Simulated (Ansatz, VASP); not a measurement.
## Two plane-wave programs on Ag2O

```xyz
6
Lattice="4.9288 0.0000 0.0000 0.0000 4.9288 0.0000 0.0000 0.0000 4.9288" Properties=species:S:1:pos:R:3 pbc="T T T"
Ag    3.6966    3.6966    3.6966
Ag    3.6966    1.2322    1.2322
Ag    1.2322    1.2322    3.6966
Ag    1.2322    3.6966    1.2322
O     0.0000    0.0000    0.0000
O     2.4644    2.4644    2.4644
```

Alike in both runs: task single point; functional RPBE; k mesh 6 × 6 × 6; occupations gaussian, width 0.05 eV; no spin polarisation.

|  | VASP | Ansatz |
| --- | --- | --- |
| version | VASP 6.6.1 | Ansatz 0.2.0 |
| potentials or method | VASP PAW PBE potentials, release 64 (Ag, O), cutoff 600 eV | scalar-relativistic, plane waves, PAW |
| valence electrons in the cell | 56 | 88 |

Ansatz gave:

| Property | Result |
| --- | --- |
| gap on the k mesh at the Fermi level (eV) | none |
| pressure (GPa) | -1.0 |

Question: Which values does VASP return?

Answer: gap on the k mesh at the Fermi level (eV): none; pressure (GPa): -1.1.

VASP's potentials were made for PBE, not for RPBE. A gap of «none» marks a metal or a gap that the smearing closes. VASP's potentials hold 56 valence electrons a cell and Ansatz's 88, so a difference there can come from the potentials and not from the codes.
